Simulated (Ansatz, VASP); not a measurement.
This is a calculation of BeTe for VASP 6.6.1.

The input POSCAR:

```
BeTe
1.0
    0.0000000000      2.7514088358      2.7514088358
    2.7514088358      0.0000000000      2.7514088358
    2.7514088358      2.7514088358      0.0000000000
Te Be
1 1
Direct
    0.7500000000      0.7500000000      0.7500000000
    0.0000000000      0.0000000000      0.0000000000
```

File INCAR.step1:

```
SYSTEM = BeTe
  PREC = Accurate
  ENCUT = 520
  EDIFF = 1E-5
  ISMEAR = -1
  SIGMA = 0.05
  LREAL = .False.
  LASPH = .True.
  NELM = 60
  ALGO = Normal
  ISIF = 2
  LWAVE = .True.
  LCHARG = .False.
  GGA = PE
  NBANDS = 11
```

The input INCAR.step2:

```
SYSTEM = BeTe
  PREC = Accurate
  ENCUT = 520
  EDIFF = 1E-6
  ISMEAR = -1
  SIGMA = 0.05
  LREAL = .False.
  LASPH = .True.
  NELM = 60
  ALGO = Normal
  ISIF = 2
  LWAVE = .False.
  LCHARG = .False.
  GGA = B3
  LHFCALC = .True.
  AEXX = 0.2
  AGGAX = 0.72
  AGGAC = 0.81
  ALDAC = 0.19
  PRECFOCK = Normal
  ISTART = 1
  NBANDS = 11
```

Contents of KPOINTS:

```
Automatic mesh
0
Gamma
  4 4 4
  0 0 0
```

Potentials or basis: VASP PAW PBE potentials, release 64 (Te, Be).

Run with:

```bash
$ cat potpaw_PBE.64/Te/POTCAR potpaw_PBE.64/Be/POTCAR > POTCAR
$ cp INCAR.step1 INCAR
$ mpirun -np 1 vasp_std > vasp.out
$ cp INCAR.step2 INCAR
$ mpirun -np 1 vasp_std > vasp.out
```

Problem. Set up the same calculation for Ansatz 0.2.0. Potentials there: Ansatz PAW.

Solution. As run (the cutoff follows the program's own potentials):

File input.yaml:

```yaml
crystal:
  lattice:
    - [0.0, 2.7514088358, 2.7514088358]
    - [2.7514088358, 0.0, 2.7514088358]
    - [2.7514088358, 2.7514088358, 0.0]
  atoms:
    - { symbol: Te, position: [0.75, 0.75, 0.75] }
    - { symbol: Be, position: [0.0, 0.0, 0.0] }
hamiltonian:
  xc: b3lyp
  pseudopotentials: { kind: paw }
kpoints:
  mp_grid: { grid: [4, 4, 4] }
scf:
  occupations: { method: fermi_dirac, width: 0.05 }
output:
  forces: true
  stress: true
  eigenvalues: true
```

Potentials or basis: Ansatz PAW.

Launch:

```console
$ ansatz run input.yaml --threads 2 --pin off --max-ram 5632MiB --backend cpu --events-out ev --progress --plain --runs-dir out
```

Both were run:

|  | VASP | Ansatz | Ansatz less VASP |
| --- | --- | --- | --- |
| gap on the k mesh at the Fermi level (eV) | 3.19 | 3.18 | -0.008 |
| least direct gap on the mesh (eV) | 4.95 | 4.93 | -0.023 |
| pressure (GPa) | 7.9 | 7.9 | -0.05 |

VASP's potentials were made for PBE, not for B3LYP. With one functional, cell and mesh, what is left measures potentials, basis and numerics. VASP's potentials hold 8 valence electrons a cell and Ansatz's 18, so a difference there can come from the potentials and not from the codes.

The k mesh is coarse, so the values compare programs but aren't converged. Neither program's run includes spin-orbit coupling.
